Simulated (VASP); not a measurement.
A run of VASP 6.6.1 is set up as follows.

The input INCAR:

```
ALGO = Normal
DIPOL = 0.5 0.5 0.500
EDIFF = 1E-6
EDIFFG = -0.01
ENCUT = 520
GGA = PE
IBRION = 2
IDIPOL = 3
ISIF = 2
ISMEAR = 0
LASPH = True
LCHARG = False
LDIPOL = True
LREAL = False
LUSENCCL = False
LWAVE = False
NELM = 100
NSW = 100
PREC = Accurate
SIGMA = 0.05
```

Contents of KPOINTS:

```
k-points
0
Gamma
  16 16 1
```

File POSCAR:

```
Pd
1.0
    2.7506453788      0.0000000000      0.0000000000
    1.3753226894      2.3821287749      0.0000000000
    0.0000000000      0.0000000000     29.4753552829
Pd
7
Direct
    0.0000000000      0.0000000000      0.2714131831
    0.3333333333      0.3333333333      0.3476087887
    0.6666666667      0.6666666667      0.4238043944
    0.0000000000      0.0000000000      0.5000000000
    0.3333333333      0.3333333333      0.5761956056
    0.6666666667      0.6666666667      0.6523912113
    0.0000000000      0.0000000000      0.7285868169
```

Potentials or basis: VASP PAW PBE potentials, release 64 (Pd).

Run with:

```bash
$ cat potpaw_PBE.64/Pd/POTCAR > POTCAR
$ mpirun -np 1 vasp_std > vasp.out
```

(1) Predict the energy gained by relaxing.

(2) Estimate the band gap on the k mesh.

Results:

(1) 7.5 meV/atom.

(2) zero (bands 35 and 36 overlap by 0.96 eV).
